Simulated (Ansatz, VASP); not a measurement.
**ZnO in VASP and in Ansatz**

```
Zn O
1.0
     3.26628    0.00000    0.00000
    -1.63314    2.82868    0.00000
     0.00000    0.00000    6.16885
Zn O
2 2
Cartesian
  0.0000 0.0000 4.6266
  0.0000 0.0000 1.5422
  0.0000 1.8858 1.5422
  1.6331 0.9429 4.6266
```

Alike in both runs: functional PBE; dispersion D3(BJ); k mesh 12 × 12 × 4; occupations gaussian, width 0.02 eV; no spin polarisation.

Ansatz relaxed the structure, and its values are those at the end. VASP's run is a single point on that final structure, the one shown.

```csv
,VASP,Ansatz
version,VASP 6.6.1,Ansatz 0.2.0
potentials or method,"VASP PAW PBE potentials, release 64 (Zn, O), cutoff 520 eV","scalar-relativistic, plane waves, PAW"
valence electrons in the cell,36,36
```

VASP gave:

```
gap on the k mesh at the Fermi level (eV) : 0.70
least direct gap on the mesh (eV)         : 0.70
pressure (GPa)                            : 1.0
```

**Question.** What did Ansatz give for the same quantities?

**Answer.** gap on the k mesh at the Fermi level (eV): 0.70; least direct gap on the mesh (eV): 0.70; pressure (GPa): 0.0.
